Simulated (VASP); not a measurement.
# Al2O3 (R-3c) in VASP: electric field gradients with PBE

Aim: the electric field gradients of Al2O3 with PBE.

Everything below comes from runs of VASP 6.6.1. Logs are shortened: lines on timing, memory, paths and dates and some standing lists are left out, and cuts for length are marked.

### 1 The cell of the first run

The structure is trigonal, space group R-3c (No. 167). The conventional cell has a = 4.809 Å, b = 4.809 Å, c = 13.124 Å, α = 90.00°, β = 90.00°, γ = 120.00°. Within 2.5 Å of Al (site symmetry 3) lie 6 O at 1.87 to 1.99 Å. O (site symmetry 2) has 4 Al at 1.87 to 1.99 Å and 12 O at 2.55 to 2.90 Å within 2.9 Å.

### 2 Electric field gradients, PBE

File INCAR:

```
SYSTEM = Al2O3
PREC = Accurate ; ENCUT = 520
EDIFF = 1E-8 ; ISMEAR = 0
SIGMA = 0.01 ; LREAL = .FALSE.
LASPH = .TRUE. ; NELM = 100
ALGO = Fast ; ISIF = 2
LWAVE = .FALSE. ; LCHARG = .FALSE.
GGA = PE ; LEFG = .TRUE.
NBANDS = 35
```

File KPOINTS:

```
regular mesh
0
G
  6 6 6
  0 0 0
```

File POSCAR:

```
Al2O3
1.0
    2.4044109457      1.3881873067      4.3746335909
   -2.4044109457      1.3881873067      4.3746335909
    0.0000000000     -2.7763746136      4.3746335908
Al O
4 6
Direct
    0.3521463617      0.3521463617      0.3521463617
    0.1478536383      0.1478536383      0.1478536383
    0.6478536383      0.6478536383      0.6478536383
    0.8521463617      0.8521463617      0.8521463617
    0.5561751657      0.9438248343      0.2500000000
    0.2500000000      0.5561751657      0.9438248343
    0.9438248343      0.2500000000      0.5561751657
    0.4438248343      0.0561751657      0.7500000000
    0.7500000000      0.4438248343      0.0561751657
    0.0561751657      0.7500000000      0.4438248343
```

Potentials or basis: VASP PAW PBE potentials, release 64 (Al, O).

Command:

```bash
cat potpaw_PBE.64/Al/POTCAR potpaw_PBE.64/O/POTCAR > POTCAR
mpirun -np 1 vasp_std > vasp.out
```

OUTCAR:

```text
SYSTEM = Al2O3
   PREC = Accurate
   ENCUT = 520
   EDIFF = 1E-8
   ISMEAR = 0
   LREAL = .FALSE.
   LASPH = .TRUE.
   NELM = 100
   ISIF = 2
   GGA = PE

 ion  position               nearest neighbor table
   1  0.352  0.352  0.352-  10 1.87   8 1.87   9 1.87   5 1.99   6 1.99   7 1.99   2 2.68   3 2.82
                             3 2.82   3 2.82   2 3.25   2 3.25   2 3.25
   2  0.148  0.148  0.148-   9 1.87   8 1.87  10 1.87   5 1.99   7 1.99   6 1.99   1 2.68   4 2.82
                             4 2.82   4 2.82   1 3.25   1 3.25   1 3.25
   3  0.648  0.648  0.648-   7 1.87   5 1.87   6 1.87   8 1.99   9 1.99  10 1.99   4 2.68   1 2.82
                             1 2.82   1 2.82   4 3.25   4 3.25   4 3.25
   4  0.852  0.852  0.852-   6 1.87   5 1.87   7 1.87   8 1.99  10 1.99   9 1.99   3 2.68   2 2.82
                             2 2.82   2 2.82   3 3.25   3 3.25   3 3.25
   5  0.556  0.944  0.250-   3 1.87   4 1.87   1 1.99   2 1.99
   6  0.250  0.556  0.944-   4 1.87   3 1.87   1 1.99   2 1.99
   7  0.944  0.250  0.556-   3 1.87   4 1.87   2 1.99   1 1.99
   8  0.444  0.056  0.750-   1 1.87   2 1.87   3 1.99   4 1.99
   9  0.750  0.444  0.056-   2 1.87   1 1.87   3 1.99   4 1.99
  10  0.056  0.750  0.444-   1 1.87   2 1.87   4 1.99   3 1.99

  LATTYP: Found a trigonal (rhomboedric) cell.
 ALAT       =     5.1812812169
 COS(alpha) =     0.5693017974

  Lattice vectors:

 A1 = (   2.4044109457,   1.3881873067,   4.3746335909)
 A2 = (  -2.4044109457,   1.3881873067,   4.3746335909)
 A3 = (   0.0000000000,  -2.7763746136,   4.3746335908)

Analysis of symmetry for initial positions (statically):
=====================================================================
 Subroutine PRICEL returns:
 Original cell was already a primitive cell.

 Routine SETGRP: Setting up the symmetry group for a
 trigonal (rhombohedral) supercell.

 Subroutine GETGRP returns: Found 12 space group operations
 (whereof  6 operations were pure point group operations)
 out of a pool of 12 trial point group operations.

The static configuration has the point symmetry S_6 .
 The point group associated with its full space group is D_3d.

Analysis of symmetry for dynamics (positions and initial velocities):
=====================================================================
 Subroutine PRICEL returns:
 Original cell was already a primitive cell.

 Routine SETGRP: Setting up the symmetry group for a
 trigonal (rhombohedral) supercell.

 Subroutine GETGRP returns: Found 12 space group operations
 (whereof  6 operations were pure point group operations)
 out of a pool of 12 trial point group operations.

The dynamic configuration has the point symmetry S_6 .
 The point group associated with its full space group is D_3d.

 Subroutine INISYM returns: Found 12 space group operations
 (whereof  6 operations are pure point group operations),
 and found     1 'primitive' translations

----------------------------------------------------------------------------------------

                                     Primitive cell

  volume of cell :      87.6092

  direct lattice vectors                    reciprocal lattice vectors
     2.404410946  1.388187307  4.374633591     0.207951141  0.120060647  0.076196858
    -2.404410946  1.388187307  4.374633591    -0.207951141  0.120060647  0.076196858
     0.000000000 -2.776374614  4.374633591     0.000000000 -0.240121295  0.076196858

  length of vectors
     5.181281217  5.181281217  5.181281217     0.251921014  0.251921014  0.251921014

  position of ions in fractional coordinates (direct lattice)
     0.352146362  0.352146362  0.352146362
     0.147853638  0.147853638  0.147853638
     0.647853638  0.647853638  0.647853638
     0.852146362  0.852146362  0.852146362
     0.556175166  0.943824834  0.250000000
     0.250000000  0.556175166  0.943824834
     0.943824834  0.250000000  0.556175166
     0.443824834  0.056175166  0.750000000
     0.750000000  0.443824834  0.056175166
     0.056175166  0.750000000  0.443824834

  ion indices of the primitive-cell ions
   primitive index   ion index
                 1           1
                 2           2
                 3           3
                 4           4
                 5           5
                 6           6
                 7           7
                 8           8
                 9           9
                10          10

----------------------------------------------------------------------------------------

 KPOINTS: regular mesh

Automatic generation of k-mesh.
 Grid dimensions read from file:
 generate k-points for:    6    6    6

 Generating k-lattice:

  Cartesian coordinates                     Fractional coordinates (reciprocal lattice)
[... 47 lines left out ...]
   ions per type =               4   6
   NGX,Y,Z   is equivalent  to a cutoff of  12.83, 12.83, 12.83 a.u.
   NGXF,Y,Z  is equivalent  to a cutoff of  25.67, 25.67, 25.67 a.u.
 SYSTEM =  Al2O3
   PREC   = accura    normal or accurate (medium, high low for compatibility)
   ISTART =      0    job   : 0-new  1-cont  2-samecut
   ICHARG =      2    charge: 1-file 2-atom 10-const
   ISPIN  =      1    spin polarized calculation?
   LNONCOLLINEAR =      F non collinear calculations
   LSORBIT =      F    spin-orbit coupling
   LASPH  =      T    aspherical Exc in radial PAW
   ENCUT  =  520.0 eV  38.22 Ry    6.18 a.u.   9.63  9.63  9.63*2*pi/ulx,y,z
   NELM   =    100;   NELMIN=  2; NELMDL= -5     # of ELM steps
   EDIFF  = 0.1E-07   stopping-criterion for ELM
   LREAL  =      F    real-space projection
   EDIFFG = 0.1E-06   stopping-criterion for IOM
   NSW    =      0    number of steps for IOM
   IBRION =     -1    ionic relax: 0-MD 1-quasi-New 2-CG
   NFREE  =      0    steps in history (QN), initial steepest desc. (CG)
   ISIF   =      2    stress and relaxation
   ISYM   =      2    0-nonsym 1-usesym 2-fastsym
   POTIM  = 0.5000    time-step for ionic-motion
   TEBEG  =    0.0;   TEEND  =   0.0 temperature during run
   PSTRESS=    0.0 pullay stress
   NELECT =      48.0000    total number of electrons
   NUPDOWN=      -1.0000    fix difference up-down
   EMIN   =  10.00;   EMAX   =-10.00  energy-range for DOS
   EFERMI =   0.00;   METHOD = LEGACY
   ISMEAR =     0;   SIGMA  =   0.01  broadening in eV -4-tet -1-fermi 0-gaus
   EFERMI_NEDOS =   21; number of points for ismear=-14 and -15
   IALGO  =     68    algorithm
   IMIX   =      4    mixing-type and parameters
     AMIX     =   0.40;   BMIX     =  1.00
     AMIX_MAG =   1.60;   BMIX_MAG =  1.00
  volume/ion in A,a.u.               =       8.76        59.12
  Fermi-wavevector in a.u.,A,eV,Ry     =   1.339590  2.531459 24.415686  1.794502
  Thomas-Fermi vector in A             =   2.467970
   LORBIT       =      0    0 simple, 1 ext, 2 COOP (PROOUT), +10 PAW based schemes
   GGA     = PE    functional components
   LHFCALC =     F    Hartree Fock is set to
   AEXX    =    0.0000 exact exchange contribution
   IVDW    =     0    specifies the selected vdW correction
   LEPSILON=     F    determine dielectric tensor
   LRPA    =     F    only Hartree local field effects (RPA)
 non-spin polarized calculation
 RMM-DIIS sequential band-by-band and
 Gauss-broadening in eV      SIGMA  =   0.01
  energy-cutoff  :      520.00
  volume of cell :       87.61
 maximum number of plane-waves:      2371
 NGX is ok and might be reduce to    40
   NGX = 19   NGY = 19   NGZ = 19

 number of electron      48.0000008 magnetization

 Free energy of the ion-electron system (eV)
  ---------------------------------------------------
  ext. energy  EPLUGINS =         0.00000000
  ---------------------------------------------------
  free energy    TOTEN  =       -74.81222861 eV

  energy without entropy =      -74.81222861  energy(sigma->0) =      -74.81222861

 E-fermi :   5.9344     XC(G=0): -11.5377

 val. band max:        5.7993672673   @ k =   0.0000   0.0000   0.0000
 cond. band min:      11.6453363085   @ k =   0.0000   0.0000   0.0000
 fundamental gap:      5.8459690412
 Fermi energy:         5.9343551741

 k-point     1 :       0.0000    0.0000    0.0000
  band No.  band energies     occupation
      1     -13.2135      2.00000
      2     -10.9932      2.00000
      3     -10.7303      2.00000
      4     -10.7303      2.00000
      5     -10.4238      2.00000
      6     -10.4238      2.00000
[... 901 lines left out ...]
     34      19.0817      0.00000
     35      19.3043      0.00000

 [... further k-points ...]
[... 5 lines left out ...]
  --------------------------------------------------------------------------------------
  -------------------------------------------------------------------------------------
  Total       -0.0920057     -0.0920057     -0.1106191      0.0000000     -0.0000000      0.0000000
  in kB       -1.6825797     -1.6825797     -2.0229781      0.0000000     -0.0000000      0.0000000
  external PRESSURE =      -1.7960459 kB  Pullay stress =       0.0000000 kB

 VOLUME and BASIS-vectors are now :
 -----------------------------------------------------------------------------
  energy-cutoff  :      520.00
  volume of cell :       87.61
      direct lattice vectors                 reciprocal lattice vectors
     2.404410946  1.388187307  4.374633591     0.207951141  0.120060647  0.076196858
    -2.404410946  1.388187307  4.374633591    -0.207951141  0.120060647  0.076196858
     0.000000000 -2.776374614  4.374633591     0.000000000 -0.240121295  0.076196858

 POSITION                                       TOTAL-FORCE (eV/Angst)
 -----------------------------------------------------------------------------------
      0.00000     -0.00000      4.62153         0.000000     -0.000000      0.003922
      0.00000     -0.00000      1.94042         0.000000      0.000000     -0.003922
      0.00000     -0.00000      8.50237         0.000000      0.000000     -0.003922
      0.00000     -0.00000     11.18348         0.000000     -0.000000      0.003922
     -0.93207      1.38819      7.65561        -0.000721     -0.000000      0.000000
     -0.73617     -1.50129      7.65561         0.000360     -0.000624     -0.000000
      1.66824      0.11310      7.65561         0.000360      0.000624      0.000000
      0.93207     -1.38819      5.46829         0.000721      0.000000      0.000000
      0.73617      1.50129      5.46829        -0.000360      0.000624      0.000000
     -1.66824     -0.11310      5.46829        -0.000360     -0.000624     -0.000000
 -----------------------------------------------------------------------------------
    total drift:                               -0.000000      0.000000      0.000000

  FREE ENERGIE OF THE ION-ELECTRON SYSTEM (eV)
  ---------------------------------------------------
  free  energy   TOTEN  =       -74.8122286076 eV

  energy  without entropy=      -74.8122286076  energy(sigma->0) =      -74.81222861

 Electric field gradients (V/A^2)
---------------------------------------------------------------------
 ion       V_xx      V_yy      V_zz      V_xy      V_xz      V_yz
---------------------------------------------------------------------
   1      -2.948    -2.948     5.895    -0.000    -0.000    -0.000
   2      -2.948    -2.948     5.895     0.000     0.000    -0.000
   3      -2.948    -2.948     5.895    -0.000    -0.000    -0.000
   4      -2.948    -2.948     5.895     0.000     0.000    -0.000
   5       9.599    -6.088    -3.512     0.000    -0.000   -34.260
   6      -2.166     5.678    -3.512    -6.793    29.670    17.130
   7      -2.166     5.678    -3.512     6.793   -29.670    17.130
   8       9.599    -6.088    -3.512     0.000     0.000   -34.260
   9      -2.166     5.678    -3.512    -6.793    29.670    17.130
  10      -2.166     5.678    -3.512     6.793   -29.670    17.130
---------------------------------------------------------------------

 Electric field gradients after diagonalization (V/A^2)
 (convention: |V_zz| > |V_xx| > |V_yy|)
----------------------------------------------------------------------
 ion       V_xx      V_yy      V_zz     asymmetry (V_yy - V_xx)/ V_zz
----------------------------------------------------------------------
   1      -2.948    -2.948     5.895       0.000
   2      -2.948    -2.948     5.895       0.000
   3      -2.948    -2.948     5.895       0.000
   4      -2.948    -2.948     5.895       0.000
   5      29.485     9.599   -39.084       0.509
   6      29.485     9.599   -39.084       0.509
   7      29.485     9.599   -39.084       0.509
   8      29.485     9.599   -39.084       0.509
   9      29.485     9.599   -39.084       0.509
  10      29.485     9.599   -39.084       0.509
----------------------------------------------------------------------

           NMR quadrupolar parameters

 Cq : quadrupolar parameter    Cq=e*Q*V_zz/h
 eta: asymmetry parameters     (V_yy - V_xx)/ V_zz
 Q  : nuclear electric quadrupole moment in mb (millibarn)
----------------------------------------------------------------------
 ion       Cq(MHz)       eta       Q (mb)
----------------------------------------------------------------------
   1       0.014       0.000       1.000
   2       0.014       0.000       1.000
   3       0.014       0.000       1.000
   4       0.014       0.000       1.000
   5      -0.095       0.509       1.000
   6      -0.095       0.509       1.000
   7      -0.095       0.509       1.000
   8      -0.095       0.509       1.000
   9      -0.095       0.509       1.000
  10      -0.095       0.509       1.000
----------------------------------------------------------------------
```

It took 63 s on 1 thread of Intel Xeon 6975P-C (Granite Rapids), shared host; peak memory 0.27 GiB.

What came out:

```yaml
Free_energy: -74.8122 eV
Pressure: -0.2 GPa
Largest_force: 0.004 eV/Å
Band_gap_on_the_k_mesh: 5.85 eV
Largest_electric_field_gradient_by_atom: Al +5.9; O -39.1 V/Å²
```

Forces on the atoms (eV/Å):
```
Al   0.000  0.000  0.004
Al   0.000  0.000 -0.004
Al   0.000  0.000 -0.004
Al   0.000  0.000  0.004
O   -0.001  0.000  0.000
O    0.000 -0.001  0.000
O    0.000  0.001  0.000
O    0.001  0.000  0.000
O    0.000  0.001  0.000
O    0.000 -0.001  0.000
```

Electric field gradients, principal values (V/Å²):
```tsv
atom	least	middle	greatest (by size)
1 Al	-2.948	-2.948	5.895
2 Al	-2.948	-2.948	5.895
3 Al	-2.948	-2.948	5.895
4 Al	-2.948	-2.948	5.895
5 O	9.599	29.485	-39.084
6 O	9.599	29.485	-39.084
7 O	9.599	29.485	-39.084
8 O	9.599	29.485	-39.084
9 O	9.599	29.485	-39.084
10 O	9.599	29.485	-39.084
```

Caveat: without QUAD_EFG the Cq values of the log hold for a quadrupole moment of 1 mb, not for the nuclei.
